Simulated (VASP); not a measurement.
# ZnIn2Cl4 (P1) in VASP: single point with PBE

Aim: the single point of ZnIn2Cl4 with PBE.

Everything below comes from runs of VASP 6.6.1. Logs are shortened: lines on timing, memory, paths and dates and some standing lists are left out, and cuts for length are marked.

### 1 The cell of the first run

The typed cell holds 7 atoms: a = 6.278 Å, b = 6.332 Å, c = 7.306 Å, α = 102.51°, β = 105.29°, γ = 116.00°.

### 2 Single point, PBE

INCAR reads:

```
SYSTEM = ZnIn2Cl4
  PREC = Accurate
  ENCUT = 520
  EDIFF = 1E-6
  ISMEAR = 0
  SIGMA = 0.1
  LREAL = .FALSE.
  LASPH = .TRUE.
  NELM = 60
  ALGO = Normal
  ISIF = 2
  LWAVE = .FALSE.
  LCHARG = .FALSE.
  GGA = PE
  NBANDS = 42
```

KPOINTS reads:

```
regular mesh
0
G
  4 4 4
  0 0 0
```

POSCAR reads:

```
ZnIn2Cl4
1.0
    6.2783462981      0.0000000000      0.0000000000
   -2.7760438544      5.6912268418      0.0000000000
   -1.9271794661     -2.7002446333      6.5096385770
Zn In Cl
1 2 4
Direct
    0.9932637710      0.0444318043      0.0009698900
    0.1045236911      0.4452406738      0.6461706332
    0.4561692589      0.7761683475      0.3541113173
    0.0339739843      0.8955108636      0.7072291268
    0.9565408504      0.3921963306      0.9883826296
    0.6131434965      0.7530244488      0.0073239861
    0.3423849476      0.1934275313      0.2958124169
```

Potentials or basis: VASP PAW PBE potentials, release 64 (Zn, In_d, Cl).

The run is started by

```sh
$ cat potpaw_PBE.64/Zn/POTCAR potpaw_PBE.64/In_d/POTCAR potpaw_PBE.64/Cl/POTCAR > POTCAR
$ mpirun -np 1 vasp_std > vasp.out
```

OUTCAR:

```text
SYSTEM = ZnIn2Cl4
   PREC = Accurate
   ENCUT = 520
   EDIFF = 1E-6
   ISMEAR = 0
   LREAL = .FALSE.
   LASPH = .TRUE.
   NELM = 60
   ISIF = 2
   GGA = PE

 ion  position               nearest neighbor table
   1  0.993  0.044  0.001-   7 2.27   4 2.28   6 2.31   5 2.33
   2  0.105  0.445  0.646-   5 2.92   6 2.97   4 3.03   3 3.77   3 3.93
   3  0.456  0.776  0.354-   6 2.95   5 2.99   7 3.11   7 3.34   2 3.77   2 3.93
   4  0.034  0.896  0.707-   1 2.28   2 3.03
   5  0.957  0.392  0.988-   1 2.33   2 2.92   3 2.99
   6  0.613  0.753  0.007-   1 2.31   3 2.95   2 2.97
   7  0.342  0.193  0.296-   1 2.27   3 3.11   3 3.34

  LATTYP: Found a triclinic cell.
 ALAT       =    11.4055996510
 B/A-ratio  =     0.5858989068
 C/A-ratio  =     0.7261760726
 COS(alpha) =     0.0023235315
 COS(beta)  =     0.2919057502
 COS(gamma) =     0.8833016917

  Lattice vectors:

 A1 = (   0.7262585893,  11.3824536836,   0.0000000000)
 A2 = (   3.5023024437,   5.6912268418,   0.0000000000)
 A3 = (  -4.3511668320,   2.7002446333,  -6.5096385770)

Analysis of symmetry for initial positions (statically):
=====================================================================
 Subroutine PRICEL returns:
 Original cell was already a primitive cell.

 Routine SETGRP: Setting up the symmetry group for a
 triclinic supercell.

 Subroutine GETGRP returns: Found  1 space group operations
 (whereof  1 operations were pure point group operations)
 out of a pool of  2 trial point group operations.

The static configuration has the point symmetry C_1 .

Analysis of symmetry for dynamics (positions and initial velocities):
=====================================================================
 Subroutine PRICEL returns:
 Original cell was already a primitive cell.

 Routine SETGRP: Setting up the symmetry group for a
 triclinic supercell.

 Subroutine GETGRP returns: Found  1 space group operations
 (whereof  1 operations were pure point group operations)
 out of a pool of  2 trial point group operations.

The dynamic configuration has the point symmetry C_1 .

 Subroutine INISYM returns: Found  1 space group operations
 (whereof  1 operations are pure point group operations),
 and found     1 'primitive' translations

----------------------------------------------------------------------------------------

                                     Primitive cell

  volume of cell :     232.5991

  direct lattice vectors                    reciprocal lattice vectors
     6.278346298  0.000000000  0.000000000     0.159277611  0.077691796  0.079381273
    -2.776043854  5.691226842  0.000000000     0.000000000  0.175709039  0.072885366
    -1.927179466 -2.700244633  6.509638577     0.000000000  0.000000000  0.153618360

  length of vectors
     6.278346298  6.332178333  7.306212163     0.194182283  0.190226031  0.153618360

  position of ions in fractional coordinates (direct lattice)
     0.993263771  0.044431804  0.000969890
     0.104523691  0.445240674  0.646170633
     0.456169259  0.776168347  0.354111317
     0.033973984  0.895510864  0.707229127
     0.956540850  0.392196331  0.988382630
     0.613143497  0.753024449  0.007323986
     0.342384948  0.193427531  0.295812417

  ion indices of the primitive-cell ions
   primitive index   ion index
                 1           1
                 2           2
                 3           3
                 4           4
                 5           5
                 6           6
                 7           7

----------------------------------------------------------------------------------------

 KPOINTS: regular mesh

Automatic generation of k-mesh.
 Grid dimensions read from file:
 generate k-points for:    4    4    4

 Generating k-lattice:

  Cartesian coordinates                     Fractional coordinates (reciprocal lattice)
     0.039819403  0.019422949  0.019845318     0.250000000  0.000000000  0.000000000
     0.000000000  0.043927260  0.018221341     0.000000000  0.250000000 -0.000000000
     0.000000000  0.000000000  0.038404590     0.000000000  0.000000000  0.250000000

  Length of vectors
     0.048545571  0.047556508  0.038404590

  Shift w.r.t. Gamma in fractional coordinates (k-lattice)
     0.000000000  0.000000000  0.000000000

 Subroutine IBZKPT returns following result:
 ===========================================

 Found     36 irreducible k-points:

 Following reciprocal coordinates:
            Coordinates               Weight
  0.000000  0.000000  0.000000      1.000000
  0.250000 -0.000000  0.000000      2.000000
  0.500000 -0.000000  0.000000      1.000000
  0.000000  0.250000  0.000000      2.000000
  0.250000  0.250000  0.000000      2.000000
  0.500000  0.250000 -0.000000      2.000000
[... 16 lines left out ...]
  0.000000 -0.250000  0.250000      2.000000
  0.250000 -0.250000  0.250000      2.000000
 [... further k-points ...]
   k-points           NKPTS =     36   k-points in BZ     NKDIM =     36   number of bands    NBANDS=     42
   number of dos      NEDOS =    301   number of ions     NIONS =      7
   total plane-waves  NPLWV = 124416
   dimension x,y,z NGX =    48 NGY =   48 NGZ =   54
   dimension x,y,z NGXF=    96 NGYF=   96 NGZF=  108
   ions per type =               1   2   4
   NGX,Y,Z   is equivalent  to a cutoff of  12.71, 12.60, 12.29 a.u.
   NGXF,Y,Z  is equivalent  to a cutoff of  25.42, 25.20, 24.57 a.u.
 SYSTEM =  ZnIn2Cl4
   PREC   = accura    normal or accurate (medium, high low for compatibility)
   ISTART =      0    job   : 0-new  1-cont  2-samecut
   ICHARG =      2    charge: 1-file 2-atom 10-const
   ISPIN  =      1    spin polarized calculation?
   LNONCOLLINEAR =      F non collinear calculations
   LSORBIT =      F    spin-orbit coupling
   LASPH  =      T    aspherical Exc in radial PAW
   ENCUT  =  520.0 eV  38.22 Ry    6.18 a.u.  11.67 11.77 13.58*2*pi/ulx,y,z
   NELM   =     60;   NELMIN=  2; NELMDL= -5     # of ELM steps
   EDIFF  = 0.1E-05   stopping-criterion for ELM
   LREAL  =      F    real-space projection
   EDIFFG = 0.1E-04   stopping-criterion for IOM
   NSW    =      0    number of steps for IOM
   IBRION =     -1    ionic relax: 0-MD 1-quasi-New 2-CG
   NFREE  =      0    steps in history (QN), initial steepest desc. (CG)
   ISIF   =      2    stress and relaxation
   ISYM   =      2    0-nonsym 1-usesym 2-fastsym
   POTIM  = 0.5000    time-step for ionic-motion
   TEBEG  =    0.0;   TEEND  =   0.0 temperature during run
   PSTRESS=    0.0 pullay stress
   NELECT =      66.0000    total number of electrons
   NUPDOWN=      -1.0000    fix difference up-down
   EMIN   =  10.00;   EMAX   =-10.00  energy-range for DOS
   EFERMI =   0.00;   METHOD = LEGACY
   ISMEAR =     0;   SIGMA  =   0.10  broadening in eV -4-tet -1-fermi 0-gaus
   EFERMI_NEDOS =   21; number of points for ismear=-14 and -15
   IALGO  =     38    algorithm
   IMIX   =      4    mixing-type and parameters
     AMIX     =   0.40;   BMIX     =  1.00
     AMIX_MAG =   1.60;   BMIX_MAG =  1.00
  volume/ion in A,a.u.               =      33.23       224.24
  Fermi-wavevector in a.u.,A,eV,Ry     =   1.075772  2.032914 15.745816  1.157285
  Thomas-Fermi vector in A             =   2.211638
   LORBIT       =      0    0 simple, 1 ext, 2 COOP (PROOUT), +10 PAW based schemes
   GGA     = PE    functional components
   LHFCALC =     F    Hartree Fock is set to
   AEXX    =    0.0000 exact exchange contribution
   IVDW    =     0    specifies the selected vdW correction
   LEPSILON=     F    determine dielectric tensor
   LRPA    =     F    only Hartree local field effects (RPA)
 non-spin polarized calculation
 Gauss-broadening in eV      SIGMA  =   0.10
  energy-cutoff  :      520.00
  volume of cell :      232.60
 maximum number of plane-waves:      6291
 NGX is ok and might be reduce to    48
   NGX = 23   NGY = 23   NGZ = 27

 number of electron      66.0000001 magnetization

 Free energy of the ion-electron system (eV)
  ---------------------------------------------------
  ext. energy  EPLUGINS =         0.00000000
  ---------------------------------------------------
  free energy    TOTEN  =       -20.35830362 eV

  energy without entropy =      -20.35830362  energy(sigma->0) =      -20.35830362

 E-fermi :   0.8913     XC(G=0):  -7.5761

 val. band max:        0.4165968055   @ k =   0.5000   0.5000   0.0000
 cond. band min:       2.7579243903   @ k =   0.5000   0.5000   0.5000
 fundamental gap:      2.3413275848
 Fermi energy:         0.8913159107

 k-point     1 :       0.0000    0.0000    0.0000
  band No.  band energies     occupation
      1     -14.1165      2.00000
      2     -13.8033      2.00000
      3     -13.7102      2.00000
      4     -13.6176      2.00000
      5     -12.7754      2.00000
      6     -12.7623      2.00000
[... 34 lines left out ...]
     41       7.5810      0.00000
     42       7.6571      0.00000

 k-point     2 :       0.2500   -0.0000    0.0000
  band No.  band energies     occupation
      1     -14.0777      2.00000
      2     -13.8326      2.00000
      3     -13.7087      2.00000
      4     -13.6252      2.00000
      5     -12.7790      2.00000
      6     -12.7607      2.00000
[... 34 lines left out ...]
     41       7.1869      0.00000
     42       7.8065      0.00000

 k-point     3 :       0.5000   -0.0000    0.0000
  band No.  band energies     occupation
      1     -14.0279      2.00000
      2     -13.8722      2.00000
      3     -13.7065      2.00000
      4     -13.6329      2.00000
      5     -12.7820      2.00000
      6     -12.7598      2.00000
[... 897 lines left out ...]
      4     -13.6088      2.00000
      5     -12.7748      2.00000
      6     -12.7623      2.00000
[... 34 lines left out ...]
     41       7.2748      0.00000
     42       7.6049      0.00000

 k-point    24 :       0.2500   -0.2500    0.2500
  band No.  band energies     occupation
      1     -14.0727      2.00000
      2     -13.8233      2.00000
      3     -13.7020      2.00000
      4     -13.6156      2.00000
      5     -12.7678      2.00000
      6     -12.7581      2.00000
[... 34 lines left out ...]
     41       7.3389      0.00000
     42       7.7698      0.00000

 [... further k-points ...]

------------------------ aborting loop because EDIFF is reached ----------------------------------------

  FORCE on cell =-STRESS in cart. coord.  units (eV):
  Direction    XX          YY          ZZ          XY          YZ          ZX
  --------------------------------------------------------------------------------------
  -------------------------------------------------------------------------------------
  Total       -0.0049085     -0.0502646      0.0149041      0.0166841     -0.0144682     -0.0434471
  in kB       -0.0338106     -0.3462301      0.1026614      0.1149228     -0.0996589     -0.2992703
  external PRESSURE =      -0.0924598 kB  Pullay stress =       0.0000000 kB

 VOLUME and BASIS-vectors are now :
 -----------------------------------------------------------------------------
  energy-cutoff  :      520.00
  volume of cell :      232.60
      direct lattice vectors                 reciprocal lattice vectors
     6.278346298  0.000000000  0.000000000     0.159277611  0.077691796  0.079381273
    -2.776043854  5.691226842  0.000000000     0.000000000  0.175709039  0.072885366
    -1.927179466 -2.700244633  6.509638577     0.000000000  0.000000000  0.153618360

 POSITION                                       TOTAL-FORCE (eV/Angst)
 -----------------------------------------------------------------------------------
      6.11084      0.25025      0.00631        -0.005260     -0.001151      0.006093
     -1.82506      0.78915      4.20634         0.010423      0.005965     -0.009897
      0.02688      3.46116      2.30514        -0.004829     -0.003085      0.014614
     -3.63563      3.18686      4.60381         0.003479     -0.000759     -0.018117
      3.01195     -0.43680      6.43401        -0.007038      0.003982      0.013388
      1.74498      4.26586      0.04768        -0.000032     -0.005853     -0.020706
      1.04256      0.30207      1.92563         0.003258      0.000900      0.014623
 -----------------------------------------------------------------------------------
    total drift:                               -0.000496      0.000081      0.001309

  FREE ENERGIE OF THE ION-ELECTRON SYSTEM (eV)
  ---------------------------------------------------
  free  energy   TOTEN  =       -20.3583036182 eV

  energy  without entropy=      -20.3583036182  energy(sigma->0) =      -20.35830362
```

It took 4.7 min on 1 thread of Intel Xeon Platinum 8375C at 2.90GHz (Ice Lake), shared host; peak memory 0.53 GiB.

What came out:

```
Free energy            : -20.3583 eV
Pressure               : 0.0 GPa
Largest force          : 0.022 eV/Å
Band gap on the k mesh : 2.34 eV (least direct gap 2.60 eV)
```

Forces in eV/Å, atoms in the order of the input:
```
Zn  -0.005 -0.001  0.006
In   0.010  0.006 -0.010
In  -0.005 -0.003  0.015
Cl   0.003 -0.001 -0.018
Cl  -0.007  0.004  0.013
Cl   0.000 -0.006 -0.021
Cl   0.003  0.001  0.015
```

Caveat: spin-orbit coupling is left out, which moves the levels of the heavy elements.
